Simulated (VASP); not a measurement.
ZnS: single point with PBE

System: ZnS, a slab with vacuum.

```
S Zn
1.0
     3.84887    0.00000    0.00000
    -1.92444    3.33322    0.00000
     0.00000    0.00000   25.21342
S Zn
4 4
Direct
  0.00000 0.00000 0.29746
  0.33333 0.66667 0.42210
  0.66667 0.33333 0.54674
  0.00000 0.00000 0.67138
  0.33333 0.66667 0.32862
  0.66667 0.33333 0.45326
  0.00000 0.00000 0.57790
  0.33333 0.66667 0.70254
```

```
Program                : VASP 6.6.1
Task                   : single point
Functional             : PBE
Potentials or basis    : VASP PAW PBE potentials, release 64 (S, Zn)
Cutoff                 : 520 eV
k mesh                 : 9 × 9 × 1
Occupations            : gaussian, width 0.05 eV
Spin                   : no spin polarisation
Dipole correction      : yes
Further INCAR settings : ALGO = Normal; EDIFF = 1e-06; NBANDS = 46
```

```
Largest force          : 0.895 eV/Å
Band gap on the k mesh : zero (bands 36 and 37 overlap by 0.42 eV)
```

Forces in eV/Å, atoms in the order of the input:
```
S    0.000  0.000  0.201
S    0.000  0.000  0.736
S    0.000  0.000  0.601
S    0.000  0.000  0.895
Zn   0.000  0.000 -0.650
Zn   0.000  0.000 -0.664
Zn   0.000  0.000 -0.663
Zn   0.000  0.000 -0.458
```

Levels at points of the mesh, in eV from the Fermi level:
| k point | band 32 | band 33 | band 34 | band 35 | band 36 | band 37 | band 38 | band 39 | band 40 | band 41 |
| --- | --- | --- | --- | --- | --- | --- | --- | --- | --- | --- |
| (0.00, 0.00, 0.00) | -0.78 | -0.76 | -0.76 | -0.06 | 0.44 | 0.44 | 1.49 | 1.78 | 2.71 | 3.31 |

Run time: 9.4 min on 1 thread of Intel(R) Xeon(R) Platinum 8124M CPU @ 3.00GHz (Skylake/Cascade Lake), with other jobs on the host, peak memory 0.49 GiB.
